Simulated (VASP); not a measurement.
Runs of VASP 6.6.1 on Mo. The structure is that of space group Im-3m (No. 229), or close to it. The cells are those of the table. 

```tsv
task	spin	cell	k mesh	cutoff (eV)	gap on the mesh (eV)	pressure (GPa)
single point	off	a = 2.784 Å, angles 109.5°, 1 atom	23 × 23 × 23	520	none	-9.0
single point	non-collinear, zero start, SOC	a = 2.748 Å, angles 109.5°, 1 atom	14 × 14 × 14	500	-	0.6
single point	off	a = 2.633 Å, angles 109.5°, 1 atom	23 × 23 × 23	520	none	(a)
relaxation of cell and atoms	off	relaxed from a = 2.726 Å, angles 109.5°, 1 atom	14 × 14 × 14	600	none	0.0
single point	off	a = 2.748 Å, angles 109.5°, 1 atom	23 × 23 × 23	520	none	0.1
single point	off	a = 2.672 Å, angles 109.5°, 1 atom	23 × 23 × 23	520	none	25.1
single point	off	a = 2.748 Å, angles 109.5°, 1 atom	7 × 7 × 7	520	none	0.6
```

Alike in all rows: level revPBE; potentials or basis VASP PAW PBE potentials, release 64 (Mo_sv); smearing fermi-dirac 0.1 eV.

Q: Fill in the values left out.

A: (a) 42.1.

Caveats: some runs use coarse meshes; the PAW data sets were made with another functional, which shifts forces and pressure a little.

A k mesh can miss the band edges, and rows without SOC leave out spin-orbit coupling on Mo.

A gap of «none» marks levels without a gap at the run's occupations.
